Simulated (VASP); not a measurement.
Wanted: the native input for a VASP 6.6.1 run.

```
Task                   : single point
Functional             : r2SCAN
Potentials or basis    : VASP PAW PBE potentials, release 64 (In_d, As)
Cutoff                 : 520 eV
k mesh                 : 10 × 10 × 10
Occupations            : gaussian, width 0.03 eV
Spin                   : no spin polarisation
Dipole correction      : no
Further INCAR settings : ALGO = Normal; EDIFF = 1e-06; NBANDS = 16
```

Crystal: InAs.

```
CELL_PARAMETERS angstrom
0.00000 2.87280 2.87280
2.87280 0.00000 2.87280
2.87280 2.87280 0.00000
ATOMIC_POSITIONS crystal
In 0.00000 0.00000 0.00000
As 0.75000 0.75000 0.75000
```

This cell differs from its parent crystal: strain -0.050 along x and y, -0.050 along z.

The input as run:

POSCAR

```
InAs
1.0
    0.0000000000      2.8728000000      2.8728000000
    2.8728000000      0.0000000000      2.8728000000
    2.8728000000      2.8728000000      0.0000000000
In As
1 1
Direct
    0.0000000000      0.0000000000      0.0000000000
    0.7500000000      0.7500000000      0.7500000000
```

INCAR.step1

```
PREC     = Accurate       # precision mode
ENCUT    = 520            # plane-wave cutoff, eV
ISMEAR   = 0              # smearing method
SIGMA    = 0.03           # smearing width, eV
LREAL    = False          # projectors in reciprocal space
LASPH    = True           # aspherical terms in the spheres
NELM     = 80             # most SCF steps
NBANDS   = 16             # bands
GGA      = PE             # functional
ALGO     = Normal         # electronic algorithm
EDIFF    = 1E-4           # SCF threshold, eV
LWAVE    = True           # write WAVECAR
LCHARG   = False          # write CHGCAR
```

INCAR.step2

```
PREC     = Accurate       # precision mode
ENCUT    = 520            # plane-wave cutoff, eV
EDIFF    = 1E-6           # SCF threshold, eV
ISMEAR   = 0              # smearing method
SIGMA    = 0.03           # smearing width, eV
LREAL    = False          # projectors in reciprocal space
LASPH    = True           # aspherical terms in the spheres
NELM     = 80             # most SCF steps
ALGO     = Normal         # electronic algorithm
ISIF     = 2              # what is computed and relaxed
LWAVE    = False          # write WAVECAR
LCHARG   = False          # write CHGCAR
METAGGA  = R2SCAN         # meta-GGA
LMIXTAU  = True         
NBANDS   = 16             # bands
ISTART   = 1
```

KPOINTS

```
Automatic mesh
0
Gamma
  10 10 10
```

Potentials or basis: VASP PAW PBE potentials, release 64 (In_d, As).

Launch:

```console
$ cat potpaw_PBE.64/In_d/POTCAR potpaw_PBE.64/As/POTCAR > POTCAR
$ cp INCAR.step1 INCAR
$ mpirun -np 1 vasp_std > vasp.out
$ cp INCAR.step2 INCAR
$ mpirun -np 1 vasp_std > vasp.out
```

It gave:

```json
{"Pressure": "16.3 GPa", "Band gap on the k mesh": "1.10 eV, direct"}
```

Caveat: the cell differs from its parent crystal (strain -0.050 along x and y, -0.050 along z); the PAW data sets were made with another functional, which shifts forces and pressure a little; spin-orbit coupling is left out, which moves the levels of the heavy elements.

It took 80 s on 1 thread of Intel(R) Xeon(R) Platinum 8488C (Sapphire Rapids) (shared host), peak memory 0.19 GiB.
